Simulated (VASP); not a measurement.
Write the native input for VASP 6.6.1 that does the following.

| Item | Value |
| --- | --- |
| Task | single point |
| Functional | PBE |
| Potentials or basis | VASP PAW PBE potentials, release 64 (Zr_sv, C) |
| Cutoff | 520 eV |
| k mesh | 13 × 13 × 7 |
| Occupations | fermi-dirac, width 0.05 eV |
| Spin | no spin polarisation |
| Dipole correction | no |
| Further INCAR settings | ALGO = Normal; EDIFF = 1e-06; NBANDS = 24 |

The structure of ZrC (wurtzite type) lies in POSCAR:

```
ZrC
1.0
    3.8882351257      0.0000000000      0.0000000000
   -1.9441175628      3.3673103947      0.0000000000
    0.0000000000      0.0000000000      4.7139415727
Zr C
2 2
Direct
    0.3333333333      0.6666666667     -0.0578114213
    0.6666666667      0.3333333333      0.4421885787
    0.3333333333      0.6666666667      0.4338114213
    0.6666666667      0.3333333333      0.9338114213
```

One way to write it, as run:

INCAR

```
SYSTEM = ZrC
PREC = Accurate
ENCUT = 520
EDIFF = 1E-6
ISMEAR = -1
SIGMA = 0.05
LREAL = .FALSE.
LASPH = .TRUE.
NELM = 100
ALGO = Normal
ISIF = 2
LWAVE = .FALSE.
LCHARG = .FALSE.
GGA = PE
NBANDS = 24
```

KPOINTS

```
regular mesh
0
G
  13 13 7
  0 0 0
```

Potentials or basis: VASP PAW PBE potentials, release 64 (Zr_sv, C).

Command:

```bash
$ cat potpaw_PBE.64/Zr_sv/POTCAR potpaw_PBE.64/C/POTCAR > POTCAR
$ mpirun -np 1 vasp_std > vasp.out
```

Results of the run:

* Pressure: 0.2 GPa
* Band gap on the k mesh: zero (band 16 reaches 8.52 eV, above the bottom of band 17 at 7.25 eV)

Wall time 2.3 min on 1 thread of Intel(R) Xeon(R) Platinum 8375C CPU @ 2.90GHz (Ice Lake) (shared host), peak memory 0.24 GiB.
